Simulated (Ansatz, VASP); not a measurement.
## One calculation of Ga7H20N7, two programs

```
Ga N H
1.0
    14.70000    0.00000    0.00000
     0.00000   15.00000    0.00000
     0.00000    0.00000   15.30000
Ga N H
7 7 20
Direct
  0.46904 0.46966 0.31562
  0.46510 0.46578 0.62127
  0.46904 0.31193 0.47024
  0.46510 0.62372 0.46644
  0.30810 0.46965 0.47024
  0.62626 0.46579 0.46645
  0.63426 0.63157 0.62897
  0.54628 0.54535 0.40244
  0.55148 0.55045 0.69224
  0.54627 0.40048 0.54445
  0.55148 0.69611 0.54946
  0.39845 0.54534 0.54444
  0.70013 0.55046 0.54946
  0.39694 0.39901 0.40100
  0.53986 0.40929 0.26634
  0.40744 0.53908 0.26635
  0.41250 0.41427 0.69388
  0.58463 0.58292 0.36028
  0.51096 0.58663 0.73367
  0.58840 0.51074 0.73367
  0.53985 0.26162 0.41108
  0.40746 0.26164 0.53832
  0.41248 0.69777 0.41596
  0.58463 0.35749 0.58129
  0.51096 0.73837 0.58493
  0.58839 0.73837 0.51053
  0.25672 0.53906 0.41110
  0.25673 0.40933 0.53831
  0.70181 0.41424 0.41595
  0.35459 0.58292 0.58129
  0.74325 0.51075 0.58493
  0.74325 0.58663 0.51053
  0.69558 0.69171 0.68799
  0.35659 0.35945 0.36219
```

Alike in both runs: functional PBE; k mesh 1 × 1 × 1; occupations gaussian, width 0.05 eV; no spin polarisation.

Ansatz relaxed the structure, and its values are those at the end. VASP's run is a single point on that final structure, the one shown.

```csv
,VASP,Ansatz
version,VASP 6.6.1,Ansatz 0.2.0
potentials or method,"VASP PAW PBE potentials, release 64 (Ga_d, N, H), cutoff 520 eV","scalar-relativistic, plane waves, PAW"
valence electrons in the cell,146,146
```

Ansatz gave:

```
gap on the k mesh at the Fermi level (eV) : 3.86
rms of the force components (eV/Å)        : 0.008
```

Which values does VASP return?

gap on the k mesh at the Fermi level (eV): 3.86; rms of the force components (eV/Å): 0.013.

Ansatz's warnings: xc potential rough in thin density.
